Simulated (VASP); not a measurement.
A run of VASP 6.6.1:

The input POSCAR:

```
Hf
1.0
    4.9724668492      0.0000000000      0.0000000000
   -2.4862334246      4.3062826109      0.0000000000
    0.0000000000      0.0000000000      3.0912415517
Hf
3
Direct
    0.0000000000      0.0000000000      0.0000000000
    0.3333333333      0.6666666667      0.5000000000
    0.6666666667      0.3333333333      0.5000000000
```

INCAR.step1

```
SYSTEM = Hf
  PREC = Accurate
  ENCUT = 520
  ISMEAR = -1
  SIGMA = 0.1
  LREAL = .FALSE.
  LASPH = .TRUE.
  NELM = 60
  NBANDS = 22
  GGA = PE
  ALGO = Normal
  EDIFF = 1E-4
  LWAVE = .TRUE.
  LCHARG = .FALSE.
```

INCAR.step2

```
SYSTEM = Hf
  PREC = Accurate
  ENCUT = 520
  EDIFF = 1E-7
  ISMEAR = -1
  SIGMA = 0.1
  LREAL = .FALSE.
  LASPH = .TRUE.
  NELM = 60
  ALGO = Normal
  ISIF = 2
  LWAVE = .FALSE.
  LCHARG = .FALSE.
  METAGGA = R2SCAN
  LMIXTAU = .TRUE.
  NBANDS = 22
  ISTART = 1
```

File KPOINTS:

```
regular mesh
0
G
  7 7 10
  0 0 0
```

Potentials or basis: VASP PAW PBE potentials, release 64 (Hf_pv).

Launch:

```console
$ cat potpaw_PBE.64/Hf_pv/POTCAR > POTCAR
$ cp INCAR.step1 INCAR
$ mpirun -np 1 vasp_std > vasp.out
$ cp INCAR.step2 INCAR
$ mpirun -np 1 vasp_std > vasp.out
```

Hardware: 1 thread of Intel(R) Xeon(R) 6975P-C (Granite Rapids) (shared host).

How long does it take, and how much memory?

Run time: 110 s on 1 thread of Intel(R) Xeon(R) 6975P-C (Granite Rapids), on a shared host, peak memory 0.22 GiB. Counts: k points 48.
